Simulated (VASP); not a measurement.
# LiSi16 (a cell with a defect) in VASP: a series of runs

Runs on LiSi16 (a cell with a defect). Level: PBEsol. Tasks: single point.

Program: VASP 6.6.1. These are calculated values, not measurements. Logs are shortened: lines on timing, memory, paths and dates and some standing lists are left out, and cuts for length are marked.

## Step 1: The cell of the first run

The cell holds a defect, 17 atoms: a = 7.675 Å, b = 7.675 Å, c = 7.675 Å, α = 60.00°, β = 60.00°, γ = 60.00°.

## Step 2: Single point, PBEsol

The input, INCAR:

```
SYSTEM = LiSi16
PREC = Accurate
ENCUT = 520
EDIFF = 1E-7
ISMEAR = 0
SIGMA = 0.05
LREAL = Auto
LASPH = .TRUE.
NELM = 60
ALGO = Normal
ISIF = 2
LWAVE = .FALSE.
LCHARG = .FALSE.
GGA = PS
NELECT = 66.0
NBANDS = 48
```

The input, KPOINTS:

```
regular mesh
0
G
  2 2 2
  0 0 0
```

The input, POSCAR:

```
LiSi16
1.0
    0.0000000000      5.4271200000      5.4271200000
    5.4271200000      0.0000000000      5.4271200000
    5.4271200000      5.4271200000      0.0000000000
Si Li
16 1
Direct
    0.3683329280      0.3717815342      0.3882626513
    0.2522871247      0.2421731047      0.2529093700
    0.3683524595      0.3717826398      0.8719001975
    0.2319523983      0.2560322049      0.7561575016
    0.3932023799      0.8689466052      0.3690663741
    0.2522847293      0.7527936548      0.2529117654
    0.3683396534      0.8881378153      0.8718989998
    0.2522880460      0.7527896011      0.7422930578
    0.8786400522      0.3722127021      0.3747048158
    0.7462419294      0.2485836871      0.2567430792
    0.8630768253      0.3789878425      0.8791015308
    0.7462555646      0.2485809232      0.7486940587
    0.8786389466      0.8745949970      0.3747068427
    0.7659355238      0.7447014254      0.2448152980
    0.8786401443      0.8745917724      0.8723266668
    0.7462465359      0.7566271798      0.7486959013
    0.4683344020      0.5105720898      0.0106994133
```

Potentials or basis: VASP PAW PBE potentials, release 64 (Si, Li_sv).

Launch:

```sh
$ cat potpaw_PBE.64/Si/POTCAR potpaw_PBE.64/Li_sv/POTCAR > POTCAR
$ mpirun -np 1 vasp_std > vasp.out
```

OUTCAR:

```text
SYSTEM = LiSi16
   PREC = Accurate
   ENCUT = 520
   EDIFF = 1E-7
   ISMEAR = 0
   LREAL = Auto
   LASPH = .TRUE.
   NELM = 60
   ISIF = 2
   GGA = PS
   NELECT = 66.0

 ion  position               nearest neighbor table
   1  0.368  0.372  0.388-   4 2.31  10 2.37  17 2.37   2 2.39   6 2.39
   2  0.252  0.242  0.253-   5 2.34   9 2.34   1 2.39   3 2.39  17 2.64
   3  0.368  0.372  0.872-   4 2.31  12 2.37  17 2.37   8 2.39   2 2.39
   4  0.232  0.256  0.756-   3 2.31   7 2.31   1 2.31  11 2.31
   5  0.393  0.869  0.369-  14 2.34   6 2.34   2 2.34   8 2.34
   6  0.252  0.753  0.253-   5 2.34  13 2.34   1 2.39   7 2.39  17 2.64
   7  0.368  0.888  0.872-   4 2.31  16 2.37  17 2.37   8 2.39   6 2.39
   8  0.252  0.753  0.742-   5 2.34  15 2.34   7 2.39   3 2.39  17 2.64
   9  0.879  0.372  0.375-  14 2.34   2 2.34  10 2.34  12 2.34
  10  0.746  0.249  0.257-  13 2.34   9 2.34  11 2.37   1 2.37  17 2.85
  11  0.863  0.379  0.879-   4 2.31  12 2.37  16 2.37  10 2.37  17 2.47
  12  0.746  0.249  0.749-  15 2.34   9 2.34  11 2.37   3 2.37  17 2.85
  13  0.879  0.875  0.375-  14 2.34   6 2.34  10 2.34  16 2.34
  14  0.766  0.745  0.245-  13 2.34  15 2.34   9 2.34   5 2.34
  15  0.879  0.875  0.872-  14 2.34   8 2.34  12 2.34  16 2.34
  16  0.746  0.757  0.749-  15 2.34  13 2.34  11 2.37   7 2.37  17 2.85
  17  0.468  0.511  0.011-   1 2.37   7 2.37   3 2.37  11 2.47   6 2.64   2 2.64   8 2.64  10 2.85
                            16 2.85  12 2.85

  LATTYP: Found a face centered cubic cell.
 ALAT       =    10.8542400000

  Lattice vectors:

 A1 = (   0.0000000000,   5.4271200000,   5.4271200000)
 A2 = (   5.4271200000,   0.0000000000,   5.4271200000)
 A3 = (   5.4271200000,   5.4271200000,   0.0000000000)

Analysis of symmetry for initial positions (statically):
=====================================================================
 Subroutine PRICEL returns:
 Original cell was already a primitive cell.

 Routine SETGRP: Setting up the symmetry group for a
 face centered cubic supercell.

 Subroutine GETGRP returns: Found  1 space group operations
 (whereof  1 operations were pure point group operations)
 out of a pool of 48 trial point group operations.

The static configuration has the point symmetry C_1 .

Analysis of symmetry for dynamics (positions and initial velocities):
=====================================================================
 Subroutine PRICEL returns:
 Original cell was already a primitive cell.

 Routine SETGRP: Setting up the symmetry group for a
 face centered cubic supercell.

 Subroutine GETGRP returns: Found  1 space group operations
 (whereof  1 operations were pure point group operations)
 out of a pool of 48 trial point group operations.

The dynamic configuration has the point symmetry C_1 .

 Subroutine INISYM returns: Found  1 space group operations
 (whereof  1 operations are pure point group operations),
 and found     1 'primitive' translations

----------------------------------------------------------------------------------------

                                     Primitive cell

  volume of cell :     319.6968

  direct lattice vectors                    reciprocal lattice vectors
     0.000000000  5.427120000  5.427120000    -0.092129896  0.092129896  0.092129896
     5.427120000  0.000000000  5.427120000     0.092129896 -0.092129896  0.092129896
     5.427120000  5.427120000  0.000000000     0.092129896  0.092129896 -0.092129896

  length of vectors
     7.675106709  7.675106709  7.675106709     0.159573660  0.159573660  0.159573660

  position of ions in fractional coordinates (direct lattice)
     0.368332928  0.371781534  0.388262651
     0.252287125  0.242173105  0.252909370
     0.368352460  0.371782640  0.871900197
     0.231952398  0.256032205  0.756157502
     0.393202380  0.868946605  0.369066374
     0.252284729  0.752793655  0.252911765
[... 9 lines left out ...]
     0.746246536  0.756627180  0.748695901
     0.468334402  0.510572090  0.010699413

  ion indices of the primitive-cell ions
   primitive index   ion index
                 1           1
                 2           2
                 3           3
                 4           4
                 5           5
                 6           6
[... 9 lines left out ...]
                16          16
                17          17

----------------------------------------------------------------------------------------

 KPOINTS: regular mesh

Automatic generation of k-mesh.
 Grid dimensions read from file:
 generate k-points for:    2    2    2

 Generating k-lattice:

  Cartesian coordinates                     Fractional coordinates (reciprocal lattice)
    -0.046064948  0.046064948  0.046064948     0.500000000  0.000000000  0.000000000
     0.046064948 -0.046064948  0.046064948     0.000000000  0.500000000  0.000000000
     0.046064948  0.046064948 -0.046064948     0.000000000  0.000000000  0.500000000

  Length of vectors
     0.079786830  0.079786830  0.079786830

  Shift w.r.t. Gamma in fractional coordinates (k-lattice)
     0.000000000  0.000000000  0.000000000

 Subroutine IBZKPT returns following result:
 ===========================================

 Found      8 irreducible k-points:

 Following reciprocal coordinates:
            Coordinates               Weight
  0.000000  0.000000  0.000000      1.000000
  0.500000  0.000000  0.000000      1.000000
  0.000000  0.500000  0.000000      1.000000
  0.000000  0.000000  0.500000      1.000000
  0.500000  0.500000  0.500000      1.000000
  0.500000  0.500000  0.000000      1.000000
  0.000000  0.500000  0.500000      1.000000
  0.500000  0.000000  0.500000      1.000000
   k-points           NKPTS =      8   k-points in BZ     NKDIM =      8   number of bands    NBANDS=     48
   number of dos      NEDOS =    301   number of ions     NIONS =     17
   total plane-waves  NPLWV = 216000
   dimension x,y,z NGX =    60 NGY =   60 NGZ =   60
   dimension x,y,z NGXF=   120 NGYF=  120 NGZF=  120
   ions per type =              16   1
   NGX,Y,Z   is equivalent  to a cutoff of  13.00, 13.00, 13.00 a.u.
   NGXF,Y,Z  is equivalent  to a cutoff of  25.99, 25.99, 25.99 a.u.
 SYSTEM =  LiSi16
   PREC   = accura    normal or accurate (medium, high low for compatibility)
   ISTART =      0    job   : 0-new  1-cont  2-samecut
   ICHARG =      2    charge: 1-file 2-atom 10-const
   ISPIN  =      1    spin polarized calculation?
   LNONCOLLINEAR =      F non collinear calculations
   LSORBIT =      F    spin-orbit coupling
   LASPH  =      T    aspherical Exc in radial PAW
   ENCUT  =  520.0 eV  38.22 Ry    6.18 a.u.  14.27 14.27 14.27*2*pi/ulx,y,z
   NELM   =     60;   NELMIN=  2; NELMDL= -5     # of ELM steps
   EDIFF  = 0.1E-06   stopping-criterion for ELM
   LREAL  =      T    real-space projection
   EDIFFG = 0.1E-05   stopping-criterion for IOM
   NSW    =      0    number of steps for IOM
   IBRION =     -1    ionic relax: 0-MD 1-quasi-New 2-CG
   NFREE  =      0    steps in history (QN), initial steepest desc. (CG)
   ISIF   =      2    stress and relaxation
   ISYM   =      2    0-nonsym 1-usesym 2-fastsym
   POTIM  = 0.5000    time-step for ionic-motion
   TEBEG  =    0.0;   TEEND  =   0.0 temperature during run
   PSTRESS=    0.0 pullay stress
   NELECT =      66.0000    total number of electrons
   NUPDOWN=      -1.0000    fix difference up-down
   EMIN   =  10.00;   EMAX   =-10.00  energy-range for DOS
   EFERMI =   0.00;   METHOD = LEGACY
   ISMEAR =     0;   SIGMA  =   0.05  broadening in eV -4-tet -1-fermi 0-gaus
   EFERMI_NEDOS =   21; number of points for ismear=-14 and -15
   IALGO  =     38    algorithm
   IMIX   =      4    mixing-type and parameters
     AMIX     =   0.40;   BMIX     =  1.00
     AMIX_MAG =   1.60;   BMIX_MAG =  1.00
  volume/ion in A,a.u.               =      18.81       126.91
  Fermi-wavevector in a.u.,A,eV,Ry     =   0.967557  1.828418 12.737329  0.936167
  Thomas-Fermi vector in A             =   2.097453
   LORBIT       =      0    0 simple, 1 ext, 2 COOP (PROOUT), +10 PAW based schemes
   GGA     = PS    functional components
   LHFCALC =     F    Hartree Fock is set to
   AEXX    =    0.0000 exact exchange contribution
   IVDW    =     0    specifies the selected vdW correction
   LEPSILON=     F    determine dielectric tensor
   LRPA    =     F    only Hartree local field effects (RPA)
 non-spin polarized calculation
 Gauss-broadening in eV      SIGMA  =   0.05
  energy-cutoff  :      520.00
  volume of cell :      319.70
 maximum number of plane-waves:      8646
 NGX is ok and might be reduce to    60
   NGX = 29   NGY = 29   NGZ = 29

 number of electron      66.0000002 magnetization

 Free energy of the ion-electron system (eV)
  ---------------------------------------------------
  ext. energy  EPLUGINS =         0.00000000
  ---------------------------------------------------
  free energy    TOTEN  =       -98.71744348 eV

  energy without entropy =      -98.71744348  energy(sigma->0) =      -98.71744348

 E-fermi :   6.2758     XC(G=0):  -9.5933

 val. band max:        6.0297086941   @ k =   0.0000   0.0000   0.0000
 cond. band min:       6.5119084282   @ k =   0.0000   0.0000   0.0000
 fundamental gap:      0.4821997341
 Fermi energy:         6.2757609544

 k-point     1 :       0.0000    0.0000    0.0000
  band No.  band energies     occupation
      1     -39.7121      2.00000
      2      -5.9833      2.00000
      3      -3.7103      2.00000
      4      -3.6511      2.00000
      5      -3.6511      2.00000
      6      -3.6408      2.00000
[... 37 lines left out ...]
     44       8.2527      0.00000
     45       8.2528      0.00000

 k-point     2 :       0.5000    0.0000    0.0000
  band No.  band energies     occupation
      1     -39.7121      2.00000
      2      -5.2447      2.00000
      3      -5.1264      2.00000
      4      -3.3931      2.00000
      5      -3.3581      2.00000
      6      -3.3581      2.00000
[... 37 lines left out ...]
     44       9.5619      0.00000
     45       9.5620      0.00000

 k-point     3 :       0.0000    0.5000    0.0000
  band No.  band energies     occupation
      1     -39.7121      2.00000
      2      -5.2503      2.00000
      3      -5.1271      2.00000
      4      -3.3970      2.00000
      5      -3.3663      2.00000
      6      -3.3289      2.00000
[... 37 lines left out ...]
     44       9.5407      0.00000
     45       9.5761      0.00000

 k-point     4 :       0.0000    0.0000    0.5000
  band No.  band energies     occupation
      1     -39.7121      2.00000
      2      -5.2503      2.00000
      3      -5.1270      2.00000
      4      -3.3970      2.00000
      5      -3.3663      2.00000
      6      -3.3289      2.00000
[... 37 lines left out ...]
     44       9.5407      0.00000
     45       9.5760      0.00000

 k-point     5 :       0.5000    0.5000    0.5000
  band No.  band energies     occupation
      1     -39.7121      2.00000
      2      -5.2503      2.00000
      3      -5.1271      2.00000
      4      -3.3970      2.00000
      5      -3.3663      2.00000
      6      -3.3289      2.00000
[... 37 lines left out ...]
     44       9.5407      0.00000
     45       9.5761      0.00000

 k-point     6 :       0.5000    0.5000    0.0000
  band No.  band energies     occupation
      1     -39.7121      2.00000
      2      -4.9604      2.00000
      3      -4.8684      2.00000
      4      -3.9758      2.00000
      5      -3.9443      2.00000
      6      -3.9441      2.00000
[... 37 lines left out ...]
     44      10.1986      0.00000
     45      10.2623      0.00000

 k-point     7 :       0.0000    0.5000    0.5000
  band No.  band energies     occupation
      1     -39.7121      2.00000
      2      -4.9605      2.00000
      3      -4.8684      2.00000
      4      -3.9758      2.00000
      5      -3.9443      2.00000
      6      -3.9441      2.00000
[... 37 lines left out ...]
     44      10.1986      0.00000
     45      10.2623      0.00000

 k-point     8 :       0.5000    0.0000    0.5000
  band No.  band energies     occupation
      1     -39.7121      2.00000
      2      -4.9604      2.00000
      3      -4.8684      2.00000
      4      -3.9758      2.00000
      5      -3.9443      2.00000
      6      -3.9441      2.00000
[... 37 lines left out ...]
     44      10.1986      0.00000
     45      10.2623      0.00000
 [bands above 45 left out]

------------------------ aborting loop because EDIFF is reached ----------------------------------------

  FORCE on cell =-STRESS in cart. coord.  units (eV):
  Direction    XX          YY          ZZ          XY          YZ          ZX
  --------------------------------------------------------------------------------------
  -------------------------------------------------------------------------------------
  Total       -4.3400274     -4.3359037     -4.3374379      0.1097413     -0.1087125      0.1103550
  in kB      -21.7502767    -21.7296107    -21.7372991      0.5499742     -0.5448185      0.5530498
  external PRESSURE =     -21.7390622 kB  Pullay stress =       0.0000000 kB

 VOLUME and BASIS-vectors are now :
 -----------------------------------------------------------------------------
  energy-cutoff  :      520.00
  volume of cell :      319.70
      direct lattice vectors                 reciprocal lattice vectors
     0.000000000  5.427120000  5.427120000    -0.092129896  0.092129896  0.092129896
     5.427120000  0.000000000  5.427120000     0.092129896 -0.092129896  0.092129896
     5.427120000  5.427120000  0.000000000     0.092129896  0.092129896 -0.092129896

 POSITION                                       TOTAL-FORCE (eV/Angst)
 -----------------------------------------------------------------------------------
      4.12485      4.10614      4.01669         0.002414     -0.035485     -0.002159
      2.68687      2.74176      2.68350         0.027979     -0.027925      0.011706
      6.74962      6.73100      4.01680         0.035772     -0.002169     -0.002462
      5.49327      5.36259      2.64835        -0.010949      0.010688      0.010779
      6.71885      4.13692      6.84983         0.044212     -0.043893     -0.043749
      5.45808      2.74176      5.45468        -0.011626     -0.028093     -0.028204
[... 9 lines left out ...]
      8.16957      8.11323      8.15628         0.002236     -0.002771      0.004171
      2.82900      2.59977      5.31264        -0.173751      0.172314      0.173594
 -----------------------------------------------------------------------------------
    total drift:                                0.001437     -0.004283     -0.002466

  FREE ENERGIE OF THE ION-ELECTRON SYSTEM (eV)
  ---------------------------------------------------
  free  energy   TOTEN  =       -98.7174434824 eV

  energy  without entropy=      -98.7174434824  energy(sigma->0) =      -98.71744348
```

Run time: 3.8 min. Hardware: 1 thread of Intel Xeon 8259CL, shared host; peak memory 0.45 GiB.

Results:

| Property | Result |
| --- | --- |
| Free energy | -98.7174 eV |
| Largest force | 0.300 eV/Å |

Forces on the atoms (eV/Å):
```
Si   0.002 -0.035 -0.002
Si   0.028 -0.028  0.012
Si   0.036 -0.002 -0.002
Si  -0.011  0.011  0.011
Si   0.044 -0.044 -0.044
Si  -0.012 -0.028 -0.028
Si   0.003 -0.002 -0.036
Si   0.028  0.012 -0.028
Si   0.025 -0.025 -0.014
Si   0.002  0.005 -0.003
Si  -0.053  0.052  0.052
Si  -0.004 -0.002 -0.002
Si   0.013 -0.025 -0.025
Si   0.043 -0.044 -0.044
Si   0.025 -0.014 -0.025
Si   0.002 -0.003  0.004
Li  -0.174  0.172  0.174
```

Caveat: the k points lie up to 0.50 Å⁻¹ apart; the cell carries a net charge on a neutralising background, which shifts energy and pressure; the cell is charged against a uniform background, so pressure and absolute levels hang on convention; the cutoff is under 1.25 times the usual one of these potentials, so pressure, stress and relaxed cells hold a basis-set (Pulay) error; the PAW data sets were made with another functional, which shifts forces and pressure a little.

## Step 3: Single point, PBEsol

The input, INCAR:

```
SYSTEM = LiSi16
  PREC = Accurate
  ENCUT = 520
  EDIFF = 1E-6
  ISMEAR = 0
  SIGMA = 0.05
  LREAL = Auto
  LASPH = .True.
  NELM = 80
  ALGO = Normal
  ISIF = 2
  LWAVE = .False.
  LCHARG = .False.
  GGA = PS
  NELECT = 66.0
  NBANDS = 48
```

The input, KPOINTS:

```
Automatic mesh
0
Gamma
  2 2 2
  0 0 0
```

The input, POSCAR:

```
LiSi16
1.0
    0.0000000000      5.4271200000      5.4271200000
    5.4271200000      0.0000000000      5.4271200000
    5.4271200000      5.4271200000      0.0000000000
Si Li
16 1
Direct
    0.3674912292      0.3702916095      0.3921501644
    0.2541440948      0.2376438148      0.2543152722
    0.3675106686      0.3702920702      0.8704853587
    0.2220015404      0.2593454724      0.7595463155
    0.4026251493      0.8658028568      0.3660007518
    0.2541456611      0.7541253925      0.2543181282
    0.3674985075      0.8919495976      0.8704844374
    0.2541428050      0.7541199568      0.7378420783
    0.8807618037      0.3689949734      0.3753248500
    0.7441461586      0.2488790556      0.2583157365
    0.8513591002      0.3828909256      0.8830831085
    0.7441621892      0.2488755546      0.7490649737
    0.8807649361      0.8751381948      0.3753266926
    0.7754927107      0.7415129940      0.2417053612
    0.8807595926      0.8751354309      0.8691875249
    0.7441521470      0.7581225401      0.7490672769
    0.4197930947      0.5267483490      0.0269504820
```

Potentials or basis: VASP PAW PBE potentials, release 64 (Si, Li_sv).

Launch:

```sh
$ cat potpaw_PBE.64/Si/POTCAR potpaw_PBE.64/Li_sv/POTCAR > POTCAR
$ mpirun -np 1 vasp_std > vasp.out
```

Wall time 3.4 min (1 thread of Intel Xeon 8259CL, shared host); peak memory 0.45 GiB.

It converged, with:

```yaml
Free_energy: -98.5317 eV
Largest_force: 0.701 eV/Å
```

Forces in eV/Å, atoms in the order of the input:
```
Si   0.026 -0.050 -0.025
Si   0.041 -0.043  0.021
Si   0.050 -0.025 -0.026
Si   0.026 -0.026 -0.026
Si   0.046 -0.046 -0.047
Si  -0.022 -0.043 -0.042
Si   0.026 -0.025 -0.050
Si   0.041  0.020 -0.042
Si   0.033 -0.033 -0.017
Si   0.028 -0.006 -0.028
Si  -0.029  0.029  0.029
Si   0.006 -0.028 -0.028
Si   0.017 -0.033 -0.032
Si   0.051 -0.053 -0.052
Si   0.033 -0.017 -0.033
Si   0.029 -0.027 -0.006
Li  -0.405  0.405  0.405
```

Levels at points of the mesh, in eV from the Fermi level:
| k point | band 29 | band 30 | band 31 | band 32 | band 33 | band 34 | band 35 | band 36 | band 37 | band 38 |
| --- | --- | --- | --- | --- | --- | --- | --- | --- | --- | --- |
| (0.00, 0.00, 0.00) | -1.36 | -1.27 | -0.25 | -0.19 | -0.19 | 0.19 | 0.32 | 0.32 | 0.41 | 0.41 |
| (0.50, 0.00, 0.00) | -2.22 | -1.00 | -1.00 | -0.93 | -0.93 | 0.93 | 0.97 | 0.97 | 1.39 | 1.39 |
| (0.00, 0.50, 0.00) | -2.34 | -1.05 | -1.02 | -0.96 | -0.93 | 0.85 | 1.02 | 1.15 | 1.19 | 1.27 |
| (0.00, 0.00, 0.50) | -2.34 | -1.05 | -1.03 | -0.96 | -0.93 | 0.85 | 1.02 | 1.15 | 1.19 | 1.27 |
| (0.50, 0.50, 0.50) | -2.34 | -1.05 | -1.02 | -0.96 | -0.93 | 0.85 | 1.02 | 1.15 | 1.19 | 1.27 |
| (0.50, 0.50, 0.00) | -2.10 | -1.60 | -1.59 | -1.52 | -1.47 | 0.73 | 0.84 | 1.88 | 1.99 | 2.08 |
| (0.00, 0.50, 0.50) | -2.10 | -1.60 | -1.59 | -1.52 | -1.47 | 0.73 | 0.84 | 1.88 | 1.99 | 2.08 |
| (0.50, 0.00, 0.50) | -2.10 | -1.60 | -1.59 | -1.52 | -1.47 | 0.73 | 0.84 | 1.88 | 1.99 | 2.08 |

Caveat: the k points lie up to 0.50 Å⁻¹ apart; the cell carries a net charge on a neutralising background, which shifts energy and pressure; the cell is charged against a uniform background, so pressure and absolute levels hang on convention; the cutoff is under 1.25 times the usual one of these potentials, so pressure, stress and relaxed cells hold a basis-set (Pulay) error; the PAW data sets were made with another functional, which shifts forces and pressure a little.

(Continued in part 2 of 2.)
